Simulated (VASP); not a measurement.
A run of VASP 6.6.1 is set up as follows.

Contents of INCAR:

```
  PREC = Accurate
  ENCUT = 520
  EDIFF = 1E-6
  ISMEAR = 1
  SIGMA = 0.05
  LREAL = False
  LASPH = True
  NELM = 60
  ALGO = Normal
  ISIF = 2
  LWAVE = False
  LCHARG = True
  GGA = PS
  LELF = True
  LVHAR = True
  NBANDS = 12
```

The input KPOINTS:

```
Automatic mesh
0
Gamma
  21 21 21
```

Contents of POSCAR:

```
Cu
1.0
    0.0000000000      1.7813074946      1.7813074946
    1.7813074946      0.0000000000      1.7813074946
    1.7813074946      1.7813074946      0.0000000000
Cu
1
Direct
    0.0000000000      0.0000000000      0.0000000000
```

Potentials or basis: VASP PAW PBE potentials, release 64 (Cu).

Command:

```sh
$ cat potpaw_PBE.64/Cu/POTCAR > POTCAR
$ mpirun -np 1 vasp_std > vasp.out
```

**Question.** What does it give for the band gap on the k mesh?

**Answer.** Zero (an odd number of electrons rules out a gap without spin polarisation).

**Question.** Estimate the pressure.

**Answer.** 0.8 GPa.

Caveat: the PAW data sets were made with another functional, which shifts forces and pressure a little.
